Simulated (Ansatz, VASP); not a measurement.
## Sr: VASP beside Ansatz

The input INCAR:

```
PREC     = Accurate       # precision mode
ENCUT    = 520            # plane-wave cutoff, eV
EDIFF    = 1E-6           # SCF threshold, eV
ISMEAR   = -1             # smearing method
SIGMA    = 0.1            # smearing width, eV
LREAL    = F              # projectors in reciprocal space
LASPH    = T              # aspherical terms in the spheres
NELM     = 80             # most SCF steps
ALGO     = Normal         # electronic algorithm
ISIF     = 2              # what is computed and relaxed
LWAVE    = F              # write WAVECAR
LCHARG   = T              # write CHGCAR
GGA      = PE             # functional
LELF     = T              # ELF
LVHAR    = T            
NBANDS   = 17             # bands
```

KPOINTS

```
Automatic mesh
0
Gamma
  12 12 12
```

POSCAR

```
Sr
1.0
   -3.2788785704      3.2788785704      1.7716690578
    3.2788785704     -3.2788785704      1.7716690578
    3.2788785704      3.2788785704     -1.7716690578
Sr
2
Direct
   -0.3750000000     -0.1250000000     -0.2500000000
    0.3750000000      0.1250000000      0.2500000000
```

Input for Ansatz:

```yaml
crystal:
  lattice:
    - [-3.2788785704, 3.2788785704, 1.7716690578]
    - [3.2788785704, -3.2788785704, 1.7716690578]
    - [3.2788785704, 3.2788785704, -1.7716690578]
  atoms:
    - { symbol: Sr, position: [-0.375, -0.125, -0.25] }
    - { symbol: Sr, position: [0.375, 0.125, 0.25] }
kpoints:
  mp_grid: { grid: [12, 12, 12] }
scf:
  occupations: { method: fermi_dirac, width: 0.1 }
hamiltonian:
  xc: pbe
  pseudopotentials: { kind: all_electron, lapw: { basis_error: 0.001 } }
output:
  forces: true
  stress: true
  eigenvalues: true
  populations: true
```

Change from the starting cell: volume scaled by 0.68, LAPW.

Alike in both runs: task single point; functional PBE; k mesh 12 × 12 × 12; occupations fermi-dirac, width 0.1 eV; no spin polarisation.

|  | VASP | Ansatz |
| --- | --- | --- |
| version | VASP 6.6.1 | Ansatz 0.2.0 |
| potentials or method | VASP PAW PBE potentials, release 64 (Sr_sv), cutoff 520 eV | all-electron LAPW, scalar-relativistic |

|  | VASP | Ansatz | Ansatz less VASP |
| --- | --- | --- | --- |
| pressure (GPa) | 6.0 | 6.0 | -0.05 |
| traceless stress, the component that is largest in VASP (GPa) | 0.08 | 0.08 | +0.006 |

Ansatz ran all-electron here, and VASP with PAW potentials.
